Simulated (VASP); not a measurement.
AlP, 2 atoms in the cell. Symmetry: F-43m, No. 216, cubic system. The conventional cell has a = 5.476 Å, b = 5.476 Å, c = 5.476 Å, α = 90.00°, β = 90.00°, γ = 90.00°. Within 3.1 Å of Al (site symmetry -43m) lie 4 P at 2.37 Å. P (site symmetry -43m) has 4 Al at 2.37 Å within 3.1 Å. 

| Item | Value |
| --- | --- |
| Program | VASP 6.6.1 |
| Task | single point |
| Functional | PBEsol |
| Potentials or basis | VASP PAW PBE potentials, release 64 (Al, P) |
| Cutoff | 500 eV |
| k mesh | 10 × 10 × 10 |
| Occupations | gaussian, width 0.05 eV |
| Spin | no spin polarisation |
| Dipole correction | no |
| Further INCAR settings | ALGO = Normal; EDIFF = 1e-06; NBANDS = 11 |

Potentials or basis: VASP PAW PBE potentials, release 64 (Al, P).

The run is started by

```sh
$ cat potpaw_PBE.64/Al/POTCAR potpaw_PBE.64/P/POTCAR > POTCAR
$ mpirun -np 1 vasp_std > vasp.out
```

Hardware: 1 thread of Intel Xeon 8259CL, with other jobs on the host.

**Question.** Estimate the wall time of this run.

**Answer.** It took 47 s on 1 thread of Intel Xeon 8259CL, with other jobs on the host, peak memory 0.16 GiB. Counts: scf iterations 12, k points 47.
